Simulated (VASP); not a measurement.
Ir, 2 atoms in the cell. It takes space group P6_3/mmc (No. 194, hexagonal). Conventional cell: a = 2.834 Å, b = 2.834 Å, c = 4.328 Å, α = 90.00°, β = 90.00°, γ = 120.00°. Ir (site symmetry -6m2) has 12 Ir at 2.71 to 2.83 Å within 3.6 Å. This isn't the form of Ir at room conditions, which is fcc. This cell differs from its parent crystal: strain +0.030 along x and y, -0.030 along z.

```yaml
Program: VASP 6.6.1
Task: single point
Functional: r2SCAN
Potentials_or_basis: VASP PAW PBE potentials, release 64 (Ir_sv_GW)
Cutoff: 620 eV
k_mesh: 18 × 18 × 12
Occupations: gaussian, width 0.15 eV
Spin: no spin polarisation
Dipole_correction: no
Further_INCAR_settings: ALGO = Normal; EDIFF = 1e-06; NBANDS = 24
```

Potentials or basis: VASP PAW PBE potentials, release 64 (Ir_sv_GW).

Command:

```bash
$ cat potpaw_PBE.64/Ir_sv_GW/POTCAR > POTCAR
$ cp INCAR.step1 INCAR
$ mpirun -np 1 vasp_std > vasp.out
$ cp INCAR.step2 INCAR
$ mpirun -np 1 vasp_std > vasp.out
```

Hardware: 1 thread of Intel(R) Xeon(R) Platinum 8259CL CPU @ 2.50GHz (Skylake/Cascade Lake), on a shared host.

Problem. Estimate the wall time of this run.

Solution. Run time: 8.7 min on 1 thread of Intel(R) Xeon(R) Platinum 8259CL CPU @ 2.50GHz (Skylake/Cascade Lake), with other jobs on the host, peak memory 0.33 GiB. Counts: k points 259.
